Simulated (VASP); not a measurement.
# TlCl (Pm-3m) in VASP: a series of runs, part 2 of 2

VASP 6.6.1. Earlier steps stand in the parts before.

**3. Single point, PBE**

Contents of INCAR:

```
ALGO = Normal
EDIFF = 1E-6
ENCUT = 500
GGA = PE
GGA_COMPAT = False
ISIF = 2
ISMEAR = -1
LASPH = True
LCHARG = False
LREAL = False
LWAVE = False
NBANDS = 17
NELM = 120
PREC = Accurate
SIGMA = 0.02
```

Contents of KPOINTS:

```
k-points
0
Gamma
  6 6 6
```

Contents of POSCAR:

```
TlCl
1.0
    3.7936346943      0.0000000000      0.0000000000
    0.0000000000      3.7936346943      0.0000000000
    0.0000000000      0.0000000000      3.7936346943
Tl Cl
1 1
Direct
    0.0000000000      0.0000000000      0.0000000000
    0.5000000000      0.5000000000      0.5000000000
```

Potentials or basis: VASP PAW PBE potentials, release 64 (Tl_d, Cl).

Run with:

```
cat potpaw_PBE.64/Tl_d/POTCAR potpaw_PBE.64/Cl/POTCAR > POTCAR
mpirun -np 1 vasp_std > vasp.out
```

OUTCAR:

```text
EDIFF = 1E-6
   ENCUT = 500
   GGA = PE
   ISIF = 2
   ISMEAR = -1
   LASPH = True
   LREAL = False
   NELM = 120
   PREC = Accurate

 ion  position               nearest neighbor table
   1  0.000  0.000  0.000-   2 3.29   2 3.29   2 3.29   2 3.29   2 3.29   2 3.29   2 3.29   2 3.29

   2  0.500  0.500  0.500-   1 3.29   1 3.29   1 3.29   1 3.29   1 3.29   1 3.29   1 3.29   1 3.29

  LATTYP: Found a simple cubic cell.
 ALAT       =     3.7936346943

  Lattice vectors:

 A1 = (   3.7936346943,   0.0000000000,   0.0000000000)
 A2 = (   0.0000000000,   3.7936346943,   0.0000000000)
 A3 = (   0.0000000000,   0.0000000000,   3.7936346943)

Analysis of symmetry for initial positions (statically):
=====================================================================
 Subroutine PRICEL returns:
 Original cell was already a primitive cell.

 Routine SETGRP: Setting up the symmetry group for a
 simple cubic supercell.

 Subroutine GETGRP returns: Found 48 space group operations
 (whereof 48 operations were pure point group operations)
 out of a pool of 48 trial point group operations.

The static configuration has the point symmetry O_h .

Analysis of symmetry for dynamics (positions and initial velocities):
=====================================================================
 Subroutine PRICEL returns:
 Original cell was already a primitive cell.

 Routine SETGRP: Setting up the symmetry group for a
 simple cubic supercell.

 Subroutine GETGRP returns: Found 48 space group operations
 (whereof 48 operations were pure point group operations)
 out of a pool of 48 trial point group operations.

The dynamic configuration has the point symmetry O_h .

 Subroutine INISYM returns: Found 48 space group operations
 (whereof 48 operations are pure point group operations),
 and found     1 'primitive' translations

----------------------------------------------------------------------------------------

                                     Primitive cell

  volume of cell :      54.5967

  direct lattice vectors                    reciprocal lattice vectors
     3.793634694  0.000000000  0.000000000     0.263599445  0.000000000  0.000000000
     0.000000000  3.793634694  0.000000000     0.000000000  0.263599445  0.000000000
     0.000000000  0.000000000  3.793634694     0.000000000  0.000000000  0.263599445

  length of vectors
     3.793634694  3.793634694  3.793634694     0.263599445  0.263599445  0.263599445

  position of ions in fractional coordinates (direct lattice)
     0.000000000  0.000000000  0.000000000
     0.500000000  0.500000000  0.500000000

  ion indices of the primitive-cell ions
   primitive index   ion index
                 1           1
                 2           2

----------------------------------------------------------------------------------------

 KPOINTS: k-points

Automatic generation of k-mesh.
 Grid dimensions read from file:
 generate k-points for:    6    6    6

 Generating k-lattice:

  Cartesian coordinates                     Fractional coordinates (reciprocal lattice)
     0.043933241  0.000000000  0.000000000     0.166666667  0.000000000  0.000000000
     0.000000000  0.043933241  0.000000000     0.000000000  0.166666667  0.000000000
     0.000000000  0.000000000  0.043933241     0.000000000  0.000000000  0.166666667

  Length of vectors
     0.043933241  0.043933241  0.043933241

  Shift w.r.t. Gamma in fractional coordinates (k-lattice)
     0.000000000  0.000000000  0.000000000

 Subroutine IBZKPT returns following result:
 ===========================================

 Found     20 irreducible k-points:

 Following reciprocal coordinates:
            Coordinates               Weight
  0.000000  0.000000  0.000000      1.000000
  0.166667  0.000000  0.000000      6.000000
  0.333333  0.000000  0.000000      6.000000
  0.500000  0.000000  0.000000      3.000000
  0.166667  0.166667  0.000000     12.000000
  0.333333  0.166667  0.000000     24.000000
[... 12 lines left out ...]
  0.500000  0.500000  0.333333      6.000000
  0.500000  0.500000  0.500000      1.000000
   k-points           NKPTS =     20   k-points in BZ     NKDIM =     20   number of bands    NBANDS=     17
   number of dos      NEDOS =    301   number of ions     NIONS =      2
   total plane-waves  NPLWV =  21952
   dimension x,y,z NGX =    28 NGY =   28 NGZ =   28
   dimension x,y,z NGXF=    56 NGYF=   56 NGZF=   56
   ions per type =               1   1
   NGX,Y,Z   is equivalent  to a cutoff of  12.27, 12.27, 12.27 a.u.
   NGXF,Y,Z  is equivalent  to a cutoff of  24.54, 24.54, 24.54 a.u.
 SYSTEM =  unknown system
   PREC   = accura    normal or accurate (medium, high low for compatibility)
   ISTART =      0    job   : 0-new  1-cont  2-samecut
   ICHARG =      2    charge: 1-file 2-atom 10-const
   ISPIN  =      1    spin polarized calculation?
   LNONCOLLINEAR =      F non collinear calculations
   LSORBIT =      F    spin-orbit coupling
   LASPH  =      T    aspherical Exc in radial PAW
   ENCUT  =  500.0 eV  36.75 Ry    6.06 a.u.   6.92  6.92  6.92*2*pi/ulx,y,z
   NELM   =    120;   NELMIN=  2; NELMDL= -5     # of ELM steps
   EDIFF  = 0.1E-05   stopping-criterion for ELM
   LREAL  =      F    real-space projection
   EDIFFG = 0.1E-04   stopping-criterion for IOM
   NSW    =      0    number of steps for IOM
   IBRION =     -1    ionic relax: 0-MD 1-quasi-New 2-CG
   NFREE  =      0    steps in history (QN), initial steepest desc. (CG)
   ISIF   =      2    stress and relaxation
   ISYM   =      2    0-nonsym 1-usesym 2-fastsym
   POTIM  = 0.5000    time-step for ionic-motion
   TEBEG  =    0.0;   TEEND  =   0.0 temperature during run
   PSTRESS=    0.0 pullay stress
   NELECT =      20.0000    total number of electrons
   NUPDOWN=      -1.0000    fix difference up-down
   EMIN   =  10.00;   EMAX   =-10.00  energy-range for DOS
   EFERMI =   0.00;   METHOD = LEGACY
   ISMEAR =    -1;   SIGMA  =   0.02  broadening in eV -4-tet -1-fermi 0-gaus
   EFERMI_NEDOS =   21; number of points for ismear=-14 and -15
   IALGO  =     38    algorithm
   IMIX   =      4    mixing-type and parameters
     AMIX     =   0.40;   BMIX     =  1.00
     AMIX_MAG =   1.60;   BMIX_MAG =  1.00
  volume/ion in A,a.u.               =      27.30       184.22
  Fermi-wavevector in a.u.,A,eV,Ry     =   1.171375  2.213578 18.668821  1.372120
  Thomas-Fermi vector in A             =   2.307820
   LORBIT       =      0    0 simple, 1 ext, 2 COOP (PROOUT), +10 PAW based schemes
   GGA     = PE    functional components
   LHFCALC =     F    Hartree Fock is set to
   AEXX    =    0.0000 exact exchange contribution
   IVDW    =     0    specifies the selected vdW correction
   LEPSILON=     F    determine dielectric tensor
   LRPA    =     F    only Hartree local field effects (RPA)
 non-spin polarized calculation
  energy-cutoff  :      500.00
  volume of cell :       54.60
 maximum number of plane-waves:      1409
 NGX is ok and might be reduce to    28
   NGX = 13   NGY = 13   NGZ = 13

 number of electron      20.0000002 magnetization

 Free energy of the ion-electron system (eV)
  ---------------------------------------------------
  ext. energy  EPLUGINS =         0.00000000
  ---------------------------------------------------
  free energy    TOTEN  =        -5.98475783 eV

  energy without entropy =       -5.98475783  energy(sigma->0) =       -5.98475783

 E-fermi :   3.4895     XC(G=0):  -9.2942

 val. band max:        3.0856026945   @ k =   0.5000   0.0000   0.0000
 cond. band min:       5.0848357891   @ k =   0.5000   0.0000   0.0000
 fundamental gap:      1.9992330945
 Fermi energy:         3.4894929956

 k-point     1 :       0.0000    0.0000    0.0000
  band No.  band energies     occupation
      1     -10.9035      2.00000
      2      -6.9261      2.00000
      3      -6.9261      2.00000
      4      -6.6579      2.00000
      5      -6.6579      2.00000
      6      -6.6579      2.00000
[... 9 lines left out ...]
     16      15.9400      0.00000
     17      17.3032      0.00000
[... 361 lines left out ...]
 k-point    20 :       0.5000    0.5000    0.5000
  band No.  band energies     occupation
      1     -10.2944      2.00000
      2      -6.8637      2.00000
      3      -6.8637      2.00000
      4      -6.8637      2.00000
      5      -6.5790      2.00000
      6      -6.5790      2.00000
[... 9 lines left out ...]
     16      16.1061      0.00000
     17      20.1528      0.00000

------------------------ aborting loop because EDIFF is reached ----------------------------------------

  FORCE on cell =-STRESS in cart. coord.  units (eV):
  Direction    XX          YY          ZZ          XY          YZ          ZX
  --------------------------------------------------------------------------------------
  -------------------------------------------------------------------------------------
  Total        0.7478174      0.7478174      0.7478174      0.0000000      0.0000000      0.0000000
  in kB       21.9452031     21.9452031     21.9452031      0.0000000      0.0000000      0.0000000
  external PRESSURE =      21.9452031 kB  Pullay stress =       0.0000000 kB

 VOLUME and BASIS-vectors are now :
 -----------------------------------------------------------------------------
  energy-cutoff  :      500.00
  volume of cell :       54.60
      direct lattice vectors                 reciprocal lattice vectors
     3.793634694  0.000000000  0.000000000     0.263599445  0.000000000  0.000000000
     0.000000000  3.793634694  0.000000000     0.000000000  0.263599445  0.000000000
     0.000000000  0.000000000  3.793634694     0.000000000  0.000000000  0.263599445

 POSITION                                       TOTAL-FORCE (eV/Angst)
 -----------------------------------------------------------------------------------
      0.00000      0.00000      0.00000         0.000000      0.000000      0.000000
      1.89682      1.89682      1.89682         0.000000      0.000000      0.000000
 -----------------------------------------------------------------------------------
    total drift:                               -0.000000      0.000000      0.000000

  FREE ENERGIE OF THE ION-ELECTRON SYSTEM (eV)
  ---------------------------------------------------
  free  energy   TOTEN  =        -5.9847578339 eV

  energy  without entropy=       -5.9847578339  energy(sigma->0) =       -5.98475783
```

stdout:

```text
POSCAR found type information on POSCAR TlCl
 POSCAR found :  2 types and       2 ions
 scaLAPACK will be used
 LDA part: xc-table for (Slater+PW92), standard interpolation
 POSCAR, INCAR and KPOINTS ok, starting setup
 FFT: planning ... GRIDC
 FFT: planning ... GRID_SOFT
 FFT: planning ... GRID
 WAVECAR not read
 entering main loop
```

It took 22 s on 1 thread of Intel Xeon 8259CL, shared host; peak memory 0.16 GiB.

What came out:

```yaml
Free_energy: -5.9848 eV
Pressure: 2.2 GPa
Band_gap_on_the_k_mesh: 2.00 eV
```

Caveat: spin-orbit coupling is left out, which moves the levels of the heavy elements.

**4. Single point, LDA**

Contents of INCAR:

```
PREC = Accurate ; ENCUT = 500
EDIFF = 1E-6 ; ISMEAR = 0
SIGMA = 0.01 ; LREAL = F
LASPH = T ; NELM = 120
ALGO = Normal ; ISIF = 2
LWAVE = F ; LCHARG = F
NBANDS = 17 ; GGA_COMPAT = F
```

Contents of KPOINTS:

```
regular mesh
0
Gamma
  6 6 6
```

POSCAR is that of step 3.

Potentials or basis: VASP PAW LDA potentials, release 64 (Tl_d, Cl).

Run with:

```
cat potpaw_LDA.64/Tl_d/POTCAR potpaw_LDA.64/Cl/POTCAR > POTCAR
mpirun -np 1 vasp_std > vasp.out
```

OUTCAR:

```text
PREC = Accurate
   ENCUT = 500
   EDIFF = 1E-6
   ISMEAR = 0
   LREAL = F
   LASPH = T
   NELM = 120
   ISIF = 2

 ion  position               nearest neighbor table
   1  0.000  0.000  0.000-   2 3.29   2 3.29   2 3.29   2 3.29   2 3.29   2 3.29   2 3.29   2 3.29

   2  0.500  0.500  0.500-   1 3.29   1 3.29   1 3.29   1 3.29   1 3.29   1 3.29   1 3.29   1 3.29

  LATTYP: Found a simple cubic cell.
 ALAT       =     3.7936346943

[... 581 lines left out ...]
     17      19.9111      0.00000

------------------------ aborting loop because EDIFF is reached ----------------------------------------

  FORCE on cell =-STRESS in cart. coord.  units (eV):
  Direction    XX          YY          ZZ          XY          YZ          ZX
  --------------------------------------------------------------------------------------
  -------------------------------------------------------------------------------------
  Total       -0.8341881     -0.8341881     -0.8341881     -0.0000000      0.0000000     -0.0000000
  in kB      -24.4798089    -24.4798089    -24.4798089     -0.0000000      0.0000000     -0.0000000
  external PRESSURE =     -24.4798089 kB  Pullay stress =       0.0000000 kB

 VOLUME and BASIS-vectors are now :
 -----------------------------------------------------------------------------
  energy-cutoff  :      500.00
  volume of cell :       54.60
      direct lattice vectors                 reciprocal lattice vectors
     3.793634694  0.000000000  0.000000000     0.263599445  0.000000000  0.000000000
     0.000000000  3.793634694  0.000000000     0.000000000  0.263599445  0.000000000
     0.000000000  0.000000000  3.793634694     0.000000000  0.000000000  0.263599445

 POSITION                                       TOTAL-FORCE (eV/Angst)
 -----------------------------------------------------------------------------------
      0.00000      0.00000      0.00000         0.000000      0.000000      0.000000
      1.89682      1.89682      1.89682         0.000000      0.000000      0.000000
 -----------------------------------------------------------------------------------
    total drift:                               -0.000000      0.000000      0.000000

  FREE ENERGIE OF THE ION-ELECTRON SYSTEM (eV)
  ---------------------------------------------------
  free  energy   TOTEN  =        -6.9731477353 eV

  energy  without entropy=       -6.9731477353  energy(sigma->0) =       -6.97314774
```

stdout:

```text
POSCAR found type information on POSCAR TlCl
 POSCAR found :  2 types and       2 ions
 scaLAPACK will be used
 LDA part: xc-table for (Slater(with rela. corr.)+CA(PZ))
 , standard interpolation
 POSCAR, INCAR and KPOINTS ok, starting setup
 FFT: planning ... GRIDC
 FFT: planning ... GRID_SOFT
 FFT: planning ... GRID
 WAVECAR not read
 entering main loop
```

Run time: 15 s. Hardware: 1 thread of Intel Xeon 8259CL, shared host; peak memory 0.15 GiB.

Results:

```
Free energy            : -6.9731 eV
Pressure               : -2.4 GPa
Band gap on the k mesh : 1.76 eV
```

Caveat: spin-orbit coupling is left out, which moves the levels of the heavy elements. A k mesh can miss the band edges.

**5. Summary**

```csv
level,potentials or basis,k mesh,smearing,gap on the mesh (eV),pressure (GPa)
PBE,"VASP PAW PBE potentials, release 64 (Tl_d, Cl)",4 × 4 × 4,gaussian 0.01 eV,1.99,2.3
PBE,"VASP PAW PBE potentials, release 64 (Tl_d, Cl)",6 × 6 × 6,fermi-dirac 0.02 eV,2.00,2.2
LDA,"VASP PAW LDA potentials, release 64 (Tl_d, Cl)",6 × 6 × 6,gaussian 0.01 eV,1.76,-2.4
```

Alike in all rows: task single point; no spin polarisation; cell as given; cutoff (eV) 500.

Caveats: spin-orbit coupling is left out, which moves the levels of the heavy elements.

Total energies depend on the potentials used, so only differences within one code and one set of settings carry meaning.
